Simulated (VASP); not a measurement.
# RuAu (Pm-3m) in VASP: notebook, part 2 of 2

VASP 6.6.1. The steps go on from the part before.

**3. Single point, PBE**

INCAR

```
PREC = Accurate
ENCUT = 520
EDIFF = 1E-6
ISMEAR = -1
SIGMA = 0.05
LREAL = F
LASPH = T
NELM = 60
ALGO = Normal
ISIF = 2
LWAVE = F
LCHARG = T
GGA = PE
LELF = T
LVHAR = T
NBANDS = 20
```

KPOINTS

```
Automatic mesh
0
Gamma
  8 8 8
```

POSCAR

```
RuAu
1.0
    3.1648100000      0.0000000000      0.0000000000
    0.0000000000      3.1648100000      0.0000000000
    0.0000000000      0.0000000000      3.1648100000
Ru Au
1 1
Direct
    0.0000000000      0.0000000000      0.0000000000
    0.5000000000      0.5000000000      0.5000000000
```

Potentials or basis: VASP PAW PBE potentials, release 64 (Ru_pv, Au).

Launch:

```console
> cat potpaw_PBE.64/Ru_pv/POTCAR potpaw_PBE.64/Au/POTCAR > POTCAR
> mpirun -np 1 vasp_std > vasp.out
```

OUTCAR:

```text
PREC = Accurate
   ENCUT = 520
   EDIFF = 1E-6
   ISMEAR = -1
   LREAL = F
   LASPH = T
   NELM = 60
   ISIF = 2
   GGA = PE

 ion  position               nearest neighbor table
   1  0.000  0.000  0.000-   2 2.74   2 2.74   2 2.74   2 2.74   2 2.74   2 2.74   2 2.74   2 2.74

   2  0.500  0.500  0.500-   1 2.74   1 2.74   1 2.74   1 2.74   1 2.74   1 2.74   1 2.74   1 2.74

  LATTYP: Found a simple cubic cell.
 ALAT       =     3.1648100000

  Lattice vectors:

 A1 = (   3.1648100000,   0.0000000000,   0.0000000000)
 A2 = (   0.0000000000,   3.1648100000,   0.0000000000)
 A3 = (   0.0000000000,   0.0000000000,   3.1648100000)

Analysis of symmetry for initial positions (statically):
=====================================================================
 Subroutine PRICEL returns:
 Original cell was already a primitive cell.

 Routine SETGRP: Setting up the symmetry group for a
 simple cubic supercell.

 Subroutine GETGRP returns: Found 48 space group operations
 (whereof 48 operations were pure point group operations)
 out of a pool of 48 trial point group operations.

The static configuration has the point symmetry O_h .

Analysis of symmetry for dynamics (positions and initial velocities):
=====================================================================
 Subroutine PRICEL returns:
 Original cell was already a primitive cell.

 Routine SETGRP: Setting up the symmetry group for a
 simple cubic supercell.

 Subroutine GETGRP returns: Found 48 space group operations
 (whereof 48 operations were pure point group operations)
 out of a pool of 48 trial point group operations.

The dynamic configuration has the point symmetry O_h .

 Subroutine INISYM returns: Found 48 space group operations
 (whereof 48 operations are pure point group operations),
 and found     1 'primitive' translations

----------------------------------------------------------------------------------------

                                     Primitive cell

[... 101 lines left out ...]
   NELECT =      25.0000    total number of electrons
   NUPDOWN=      -1.0000    fix difference up-down
   EMIN   =  10.00;   EMAX   =-10.00  energy-range for DOS
   EFERMI =   0.00;   METHOD = LEGACY
   ISMEAR =    -1;   SIGMA  =   0.05  broadening in eV -4-tet -1-fermi 0-gaus
   EFERMI_NEDOS =   21; number of points for ismear=-14 and -15
   IALGO  =     38    algorithm
   IMIX   =      4    mixing-type and parameters
     AMIX     =   0.40;   BMIX     =  1.00
     AMIX_MAG =   1.60;   BMIX_MAG =  1.00
  volume/ion in A,a.u.               =      15.85       106.96
  Fermi-wavevector in a.u.,A,eV,Ry     =   1.512541  2.858288 31.127146  2.287781
  Thomas-Fermi vector in A             =   2.622452
   LORBIT       =      0    0 simple, 1 ext, 2 COOP (PROOUT), +10 PAW based schemes
   GGA     = PE    functional components
   LHFCALC =     F    Hartree Fock is set to
   AEXX    =    0.0000 exact exchange contribution
   IVDW    =     0    specifies the selected vdW correction
   LEPSILON=     F    determine dielectric tensor
   LRPA    =     F    only Hartree local field effects (RPA)
 non-spin polarized calculation
  energy-cutoff  :      520.00
  volume of cell :       31.70
 maximum number of plane-waves:       876
 NGX is ok and might be reduce to    24
   NGX = 11   NGY = 11   NGZ = 11

 number of electron      24.9999992 magnetization

 Free energy of the ion-electron system (eV)
  ---------------------------------------------------
  ext. energy  EPLUGINS =         0.00000000
  ---------------------------------------------------
  free energy    TOTEN  =       -11.25032747 eV

  energy without entropy =      -11.22493526  energy(sigma->0) =      -11.23763136

 E-fermi :  10.3817     XC(G=0): -13.1655

 val. band max:       10.3709596719   @ k =   0.3750   0.1250   0.0000
 cond. band min:      10.4336208843   @ k =   0.3750   0.1250   0.1250
 fundamental gap:      0.0626612124
 Fermi energy:        10.3816563415

 k-point     1 :       0.0000    0.0000    0.0000
  band No.  band energies     occupation
      1     -32.1093      2.00000
      2     -32.1093      2.00000
      3     -32.1093      2.00000
      4       1.4588      2.00000
      5       3.8403      2.00000
      6       3.8403      2.00000
[... 541 lines left out ...]
     19      22.9677      0.00000
     20      23.5349      0.00000

 [... further k-points ...]
[... 5 lines left out ...]
  --------------------------------------------------------------------------------------
  -------------------------------------------------------------------------------------
  Total        0.0198322      0.0198322      0.0198322      0.0000000      0.0000000      0.0000000
  in kB        1.0023932      1.0023932      1.0023932      0.0000000      0.0000000      0.0000000
  external PRESSURE =       1.0023932 kB  Pullay stress =       0.0000000 kB

 VOLUME and BASIS-vectors are now :
 -----------------------------------------------------------------------------
  energy-cutoff  :      520.00
  volume of cell :       31.70
      direct lattice vectors                 reciprocal lattice vectors
     3.164810000  0.000000000  0.000000000     0.315974735  0.000000000  0.000000000
     0.000000000  3.164810000  0.000000000     0.000000000  0.315974735  0.000000000
     0.000000000  0.000000000  3.164810000     0.000000000  0.000000000  0.315974735

 POSITION                                       TOTAL-FORCE (eV/Angst)
 -----------------------------------------------------------------------------------
      0.00000      0.00000      0.00000         0.000000      0.000000      0.000000
      1.58241      1.58241      1.58241         0.000000      0.000000      0.000000
 -----------------------------------------------------------------------------------
    total drift:                                0.000000      0.000000     -0.000000

  FREE ENERGIE OF THE ION-ELECTRON SYSTEM (eV)
  ---------------------------------------------------
  free  energy   TOTEN  =       -11.2503274688 eV

  energy  without entropy=      -11.2249352571  energy(sigma->0) =      -11.23763136
```

It took 20 s on 1 thread of Intel Xeon Platinum 8259CL at 2.50GHz (Skylake/Cascade Lake), shared host; peak memory 0.15 GiB.

Results:

```
Free energy : -11.2503 eV
Pressure    : 0.1 GPa
```

Caveat: spin-orbit coupling is left out, which moves the levels of the heavy elements.

**4. Single point, PBE**

This run uses another cell than the first one, of 16.17 Å³/atom, 1.020 times its volume.

INCAR

```
PREC = Accurate
ENCUT = 520
EDIFF = 1E-6
ISMEAR = -1
SIGMA = 0.05
LREAL = F
LASPH = T
NELM = 80
ALGO = Normal
ISIF = 2
LWAVE = F
LCHARG = F
GGA = PE
NBANDS = 20
```

KPOINTS

```
regular mesh
0
Gamma
  8 8 8
```

POSCAR

```
RuAu
1.0
    3.1857696174      0.0000000000      0.0000000000
    0.0000000000      3.1857696174      0.0000000000
    0.0000000000      0.0000000000      3.1857696174
Ru Au
1 1
Direct
    0.0000000000      0.0000000000      0.0000000000
    0.5000000000      0.5000000000      0.5000000000
```

Launch:

```console
> cat potpaw_PBE.64/Ru_pv/POTCAR potpaw_PBE.64/Au/POTCAR > POTCAR
> mpirun -np 1 vasp_std > vasp.out
```

Run time: 18 s. Hardware: 1 thread of Intel Xeon Platinum 8259CL at 2.50GHz (Skylake/Cascade Lake), shared host; peak memory 0.15 GiB.

Results (log left out):

```
Free energy : -11.2433 eV
Pressure    : -3.8 GPa
```

Levels at points of the mesh, in eV from the Fermi level:
```tsv
k point	band 9	band 10	band 11	band 12	band 13	band 14	band 15	band 16
(0.00, 0.00, 0.00)	-4.21	-1.11	-1.11	0.52	0.52	0.52	7.56	7.56
(0.50, 0.00, 0.00)	-3.56	-2.73	-1.73	-1.62	-1.62	-0.46	1.38	11.35
(0.50, 0.50, 0.00)	-2.27	-0.75	0.28	0.28	0.45	0.76	0.76	5.45
(0.50, 0.50, 0.50)	-3.39	-2.70	-2.70	0.52	0.52	3.32	8.46	8.73
```

Caveat: spin-orbit coupling is left out, which moves the levels of the heavy elements.

**5. Single point, PBE**

This run uses another cell than the first one, of 16.48 Å³/atom, 1.040 times its volume.

INCAR

```
SYSTEM = RuAu
PREC = Accurate
ENCUT = 520
EDIFF = 1E-6
ISMEAR = -1
SIGMA = 0.05
LREAL = .FALSE.
LASPH = .TRUE.
NELM = 100
ALGO = Fast
ISIF = 2
LWAVE = .FALSE.
LCHARG = .TRUE.
GGA = PE
LELF = .TRUE.
LVHAR = .TRUE.
NBANDS = 20
```

KPOINTS

```
regular mesh
0
G
  8 8 8
  0 0 0
```

POSCAR

```
RuAu
1.0
    3.2064570128      0.0000000000      0.0000000000
    0.0000000000      3.2064570128      0.0000000000
    0.0000000000      0.0000000000      3.2064570128
Ru Au
1 1
Direct
    0.0000000000      0.0000000000      0.0000000000
    0.5000000000      0.5000000000      0.5000000000
```

Launch:

```console
> cat potpaw_PBE.64/Ru_pv/POTCAR potpaw_PBE.64/Au/POTCAR > POTCAR
> mpirun -np 1 vasp_std > vasp.out
```

Run time: 18 s. Hardware: 1 thread of Intel Xeon Platinum 8259CL at 2.50GHz (Skylake/Cascade Lake), shared host; peak memory 0.15 GiB.

The run converged. Its results:

* Free energy: -11.2219 eV
* Pressure: -7.3 GPa

Levels at points of the mesh, in eV from the Fermi level:
| k point | band 10 | band 11 | band 12 | band 13 | band 14 | band 15 |
| --- | --- | --- | --- | --- | --- | --- |
| (0.00, 0.00, 0.00) | -1.08 | -1.08 | 0.50 | 0.50 | 0.50 | 7.50 |
| (0.50, 0.00, 0.00) | -2.63 | -1.72 | -1.56 | -1.56 | -0.44 | 1.35 |
| (0.50, 0.50, 0.00) | -0.73 | 0.32 | 0.32 | 0.44 | 0.72 | 0.72 |
| (0.50, 0.50, 0.50) | -2.66 | -2.66 | 0.51 | 0.51 | 3.24 | 8.32 |

Caveat: spin-orbit coupling is left out, which moves the levels of the heavy elements.

**6. Single point, PBE**

This run uses another cell than the first one, of 16.80 Å³/atom, 1.060 times its volume.

INCAR

```
PREC = Accurate
ENCUT = 520
EDIFF = 1E-7
ISMEAR = -1
SIGMA = 0.05
LREAL = False
LASPH = True
NELM = 100
ALGO = Normal
ISIF = 2
LWAVE = False
LCHARG = True
GGA = PE
LELF = True
LVHAR = True
NBANDS = 20
```

KPOINTS

```
regular mesh
0
Gamma
  8 8 8
```

POSCAR

```
RuAu
1.0
    3.2268808565      0.0000000000      0.0000000000
    0.0000000000      3.2268808565      0.0000000000
    0.0000000000      0.0000000000      3.2268808565
Ru Au
1 1
Direct
    0.0000000000      0.0000000000      0.0000000000
    0.5000000000      0.5000000000      0.5000000000
```

Potentials or basis: VASP PAW PBE potentials, release 64 (Ru_pv, Au).

Launch:

```console
> cat potpaw_PBE.64/Ru_pv/POTCAR potpaw_PBE.64/Au/POTCAR > POTCAR
> mpirun -np 1 vasp_std > vasp.out
```

It took 15 s on 1 thread of Intel Xeon Platinum 8259CL at 2.50GHz (Skylake/Cascade Lake), shared host; peak memory 0.15 GiB.

It converged, with:

```
Free energy : -11.1876 eV
Pressure    : -10.3 GPa
```

Levels at points of the mesh, in eV from the Fermi level:
```
           k point  band 8  band 9  band 10  band 11  band 12  band 13  band 14  band 15  band 16  band 17
(0.00, 0.00, 0.00)   -4.03   -4.03    -1.05    -1.05     0.48     0.48     0.48     7.45     7.45     7.45
(0.50, 0.00, 0.00)   -4.14   -3.44    -2.54    -1.71    -1.50    -1.50    -0.42     1.32    11.42    13.79
(0.50, 0.50, 0.00)   -2.67   -2.20    -0.71     0.37     0.37     0.44     0.69     0.69     5.16     7.35
(0.50, 0.50, 0.50)   -3.18   -3.18    -2.63    -2.63     0.50     0.50     3.17     8.18     8.49     8.49
```

Caveat: spin-orbit coupling is left out, which moves the levels of the heavy elements.

**7. The runs side by side**

```tsv
cell	gap on the mesh (eV)	pressure (GPa)
a = 3.165 Å, 2 atoms	none	0.1
a = 3.186 Å, 2 atoms	none	-3.8
a = 3.206 Å, 2 atoms	none	-7.3
a = 3.227 Å, 2 atoms	none	-10.3
```

Alike in all rows: task single point; level PBE; potentials or basis VASP PAW PBE potentials, release 64 (Ru_pv, Au); no spin polarisation; k mesh 8 × 8 × 8; cutoff (eV) 520; smearing fermi-dirac 0.05 eV.

Caveats: spin-orbit coupling is left out, which moves the levels of the heavy elements.

Total energies depend on the potentials used, so only differences within one code and one set of settings carry meaning.
